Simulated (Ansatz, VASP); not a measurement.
**One calculation of Ga3Se, two programs**

The input INCAR:

```
ALGO     = Normal         # electronic algorithm
EDIFF    = 1E-6           # SCF threshold, eV
ENCUT    = 520            # plane-wave cutoff, eV
GGA      = PS             # functional
ISIF     = 2              # what is computed and relaxed
ISMEAR   = 0              # smearing method
IVDW     = 12             # dispersion correction
LASPH    = T              # aspherical terms in the spheres
LCHARG   = F              # write CHGCAR
LREAL    = F              # projectors in reciprocal space
LWAVE    = F              # write WAVECAR
NBANDS   = 30             # bands
NELM     = 60             # most SCF steps
PREC     = Accurate       # precision mode
SIGMA    = 0.15           # smearing width, eV
```

File KPOINTS:

```
k-points
0
Gamma
  12 12 12
```

Contents of POSCAR:

```
Ga3Se
1.0
    4.2249181734      0.0000000000      0.0000000000
    0.0000000000      4.2249181734      0.0000000000
    0.0000000000      0.0000000000      4.2249181734
Ga Se
3 1
Direct
    0.0000000000      0.5000000000      0.5000000000
    0.5000000000      0.0000000000      0.5000000000
    0.5000000000      0.5000000000      0.0000000000
    0.0000000000      0.0000000000      0.0000000000
```

Input for Ansatz:

```yaml
crystal:
  lattice:
    - [4.2249181734, 0.0, 0.0]
    - [0.0, 4.2249181734, 0.0]
    - [0.0, 0.0, 4.2249181734]
  atoms:
    - { symbol: Ga, position: [0.0, 0.5, 0.5] }
    - { symbol: Ga, position: [0.5, 0.0, 0.5] }
    - { symbol: Ga, position: [0.5, 0.5, 0.0] }
    - { symbol: Se, position: [0.0, 0.0, 0.0] }
basis:
  ecutwfc: 420
kpoints:
  mp_grid: { grid: [12, 12, 12] }
hamiltonian:
  xc: pbesol
  dispersion: d3bj
scf:
  occupations: { method: gaussian, width: 0.15 }
output:
  forces: true
  stress: true
  eigenvalues: true
```

Alike in both runs: task single point; functional PBEsol; dispersion D3(BJ); k mesh 12 × 12 × 12; occupations gaussian, width 0.15 eV; no spin polarisation.

|  | VASP | Ansatz |
| --- | --- | --- |
| version | VASP 6.6.1 | Ansatz 0.2.0 |
| potentials or method | VASP PAW PBE potentials, release 64 (Ga_d, Se), cutoff 520 eV | scalar-relativistic, plane waves, PAW |
| valence electrons in the cell | 45 | 55 |

|  | VASP | Ansatz | Ansatz less VASP |
| --- | --- | --- | --- |
| gap on the k mesh at the Fermi level (eV) | none | none | - |
| pressure (GPa) | 0.3 | 0.1 | -0.23 |

VASP's potentials were made for PBE, not for PBEsol. A gap of «none» marks a metal or a gap that the smearing closes. VASP's potentials hold 45 valence electrons a cell and Ansatz's 55, so a difference there can come from the potentials and not from the codes.
